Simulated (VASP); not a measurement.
Set up this calculation in VASP 6.6.1, as the native input.

- Task: single point
- Functional: LDA
- Potentials or basis: VASP PAW LDA potentials, release 64 (Sn_d, Se)
- Cutoff: 520 eV
- k mesh: 6 × 6 × 6
- Occupations: fermi-dirac, width 0.05 eV
- Spin: no spin polarisation
- Dipole correction: no
- Further INCAR settings: ALGO = Normal; EDIFF = 1e-07; NBANDS = 32

The structure of Sn3Se lies in POSCAR:

```
Sn3Se
1.0
    4.7418790000      0.0000000000      0.0000000000
    0.0000000000      4.7418790000      0.0000000000
    0.0000000000      0.0000000000      4.7418790000
Sn Se
3 1
Direct
    0.5000000000      0.5000000000      0.0000000000
    0.5000000000      0.0000000000      0.5000000000
    0.0000000000      0.5000000000      0.5000000000
    0.0000000000      0.0000000000      0.0000000000
```

The input as run:

INCAR

```
PREC = Accurate
ENCUT = 520
EDIFF = 1E-7
ISMEAR = -1
SIGMA = 0.05
LREAL = F
LASPH = T
NELM = 80
ALGO = Normal
ISIF = 2
LWAVE = F
LCHARG = T
GGA = CA
LELF = T
LVHAR = T
NBANDS = 32
```

KPOINTS

```
regular mesh
0
Gamma
  6 6 6
```

Potentials or basis: VASP PAW LDA potentials, release 64 (Sn_d, Se).

Launch:

```bash
$ cat potpaw_LDA.64/Sn_d/POTCAR potpaw_LDA.64/Se/POTCAR > POTCAR
$ mpirun -np 1 vasp_std > vasp.out
```

It gave:

| Item | Value |
| --- | --- |
| Pressure | -3.9 GPa |
| Band gap on the k mesh | zero (band 24 reaches 8.97 eV, above the bottom of band 25 at 6.71 eV) |

Caveat: spin-orbit coupling is left out, which moves the levels of the heavy elements.

Run time: 100 s on 1 thread of AMD EPYC 7R13, on a shared host, peak memory 0.17 GiB.
